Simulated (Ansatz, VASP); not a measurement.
**Cd2CuO3 in VASP and in Ansatz**

Contents of INCAR:

```
SYSTEM = Cd2CuO3
PREC = Accurate
ENCUT = 520
EDIFF = 1E-6
ISMEAR = 0
SIGMA = 0.2
LREAL = .FALSE.
LASPH = .TRUE.
NELM = 100
ALGO = Normal
ISIF = 2
LWAVE = .FALSE.
LCHARG = .TRUE.
GGA = PE
LELF = .TRUE.
LVHAR = .TRUE.
NBANDS = 36
```

File KPOINTS:

```
regular mesh
0
G
  8 8 8
  0 0 0
```

The input POSCAR:

```
Cd2CuO3
1.0
    3.2266043943      0.0000000000      0.0000000000
    0.0000000000     -3.8081299809      0.0000000000
   -1.6133021971      1.9040649904     -6.1302336000
Cd Cu O
2 1 3
Direct
    0.3475908578      0.3475908578      0.6951817156
    0.6524091422      0.6524091422      0.3048182844
    1.0000000000      1.0000000000      1.0000000000
    0.8401931571      0.8401931571      0.6803863142
    0.1598068429      0.1598068429      0.3196136858
    0.0000000000      0.5000000000      0.0000000000
```

Input for Ansatz:

```yaml
crystal:
  lattice:
    - [3.2266043943, 0.0, 0.0]
    - [0.0, -3.8081299809, 0.0]
    - [-1.6133021971, 1.9040649904, -6.1302336]
  atoms:
    - { symbol: Cd, position: [0.3475908578, 0.3475908578, 0.6951817156] }
    - { symbol: Cd, position: [0.6524091422, 0.6524091422, 0.3048182844] }
    - { symbol: Cu, position: [1.0, 1.0, 1.0] }
    - { symbol: O, position: [0.8401931571, 0.8401931571, 0.6803863142] }
    - { symbol: O, position: [0.1598068429, 0.1598068429, 0.3196136858] }
    - { symbol: O, position: [0.0, 0.5, 0.0] }
basis:
  ecutwfc: 420
kpoints:
  mp_grid: { grid: [8, 8, 8] }
hamiltonian:
  xc: pbe
scf:
  occupations: { method: gaussian, width: 0.2 }
  lower_state_search: "off"
output:
  forces: true
  stress: true
  eigenvalues: true
```

Alike in both runs: task single point; functional PBE; k mesh 8 × 8 × 8; occupations gaussian, width 0.2 eV; no spin polarisation.

|  | VASP | Ansatz |
| --- | --- | --- |
| version | VASP 6.6.1 | Ansatz 0.2.0 |
| potentials or method | VASP PAW PBE potentials, release 64 (Cd, Cu, O), cutoff 520 eV | scalar-relativistic, plane waves, PAW |
| valence electrons in the cell | 53 | 77 |

VASP gave:

| Quantity | Value |
| --- | --- |
| gap on the k mesh at the Fermi level (eV) | none |
| pressure (GPa) | 1.1 |
| traceless stress, the component that is largest in VASP (GPa) | 0.40 |
| rms of the force components (eV/Å) | 0.008 |

Problem. Estimate Ansatz's values.

Solution. gap on the k mesh at the Fermi level (eV): none; pressure (GPa): 0.0; traceless stress, the component that is largest in VASP (GPa): 0.08; rms of the force components (eV/Å): 0.005.

Atom by atom the forces differ by 0.006 eV/Å (rms over components). A gap of «none» marks a metal or a gap that the smearing closes. VASP's potentials hold 53 valence electrons a cell and Ansatz's 77, so a difference there can come from the potentials and not from the codes.
